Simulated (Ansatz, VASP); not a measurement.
S: VASP beside Ansatz

INCAR

```
  PREC = Accurate
  ENCUT = 600
  EDIFF = 1E-7
  ISMEAR = 0
  SIGMA = 0.1
  LREAL = F
  LASPH = T
  NELM = 100
  ALGO = Normal
  ISIF = 3
  LWAVE = F
  LCHARG = F
  GGA = PE
  IBRION = 2
  NSW = 100
  EDIFFG = -0.01
```

File KPOINTS:

```
regular mesh
0
Gamma
  12 12 2
```

POSCAR

```
S
1.0
    3.8992467502      0.0000000000      0.0000000000
   -1.9496233751      3.3768467413      0.0000000000
    0.0000000000      0.0000000000     19.2205109893
S
8
Direct
    0.0000000000      0.0000000000      0.1085359222
    0.0000000000      0.0000000000      0.6085359222
    0.0000000000      0.0000000000      0.3914640778
    0.0000000000      0.0000000000      0.8914640778
    0.3333333333      0.6666666667      0.1391124005
    0.6666666667      0.3333333333      0.6391124005
    0.3333333333      0.6666666667      0.3608875995
    0.6666666667      0.3333333333      0.8608875995
```

Input for Ansatz:

```yaml
crystal:
  lattice:
    - [3.8992467502, 0.0, 0.0]
    - [-1.9496233751, 3.3768467413, 0.0]
    - [0.0, 0.0, 19.2205109893]
  atoms:
    - { symbol: S, position: [0.0, 0.0, 0.1085359222] }
    - { symbol: S, position: [0.0, 0.0, 0.6085359222] }
    - { symbol: S, position: [0.0, 0.0, 0.3914640778] }
    - { symbol: S, position: [0.0, 0.0, 0.8914640778] }
    - { symbol: S, position: [0.3333333333, 0.6666666667, 0.1391124005] }
    - { symbol: S, position: [0.6666666667, 0.3333333333, 0.6391124005] }
    - { symbol: S, position: [0.3333333333, 0.6666666667, 0.3608875995] }
    - { symbol: S, position: [0.6666666667, 0.3333333333, 0.8608875995] }
basis:
  ecutwfc: 420
kpoints:
  mp_grid: { grid: [12, 12, 2] }
hamiltonian:
  xc: pbe
scf:
  occupations: { method: gaussian, width: 0.1 }
output:
  forces: true
  stress: true
  eigenvalues: true
relax:
  adjacent_minimum: "off"
  f_tol: 0.01
  max_steps: 80
  cell: { stress_tol: 0.05 }
```

Alike in both runs: task relaxation of cell and atoms; functional PBE; k mesh 12 × 12 × 2; occupations gaussian, width 0.1 eV; no spin polarisation.

|  | VASP | Ansatz |
| --- | --- | --- |
| version | VASP 6.6.1 | Ansatz 0.2.0 |
| potentials or method | VASP PAW PBE potentials, release 64 (S), cutoff 600 eV | scalar-relativistic, plane waves, PAW |
| valence electrons in the cell | 48 | 48 |

VASP gave:

| Property | Result |
| --- | --- |
| gap on the k mesh at the Fermi level, each at its own relaxed structure (eV) | none |
| relaxed volume (Å³/atom) | 32.04 |
| relaxed cell length with the largest relative difference (Å) | 19.115 |

Q: Estimate Ansatz's values.

A: gap on the k mesh at the Fermi level, each at its own relaxed structure (eV): none; relaxed volume (Å³/atom): 32.46; relaxed cell length with the largest relative difference (Å): 19.338.

A gap of «none» marks a metal or a gap that the smearing closes.

Noted on VASP's run: too few bands were computed for a metal, which touches its energy and stress.
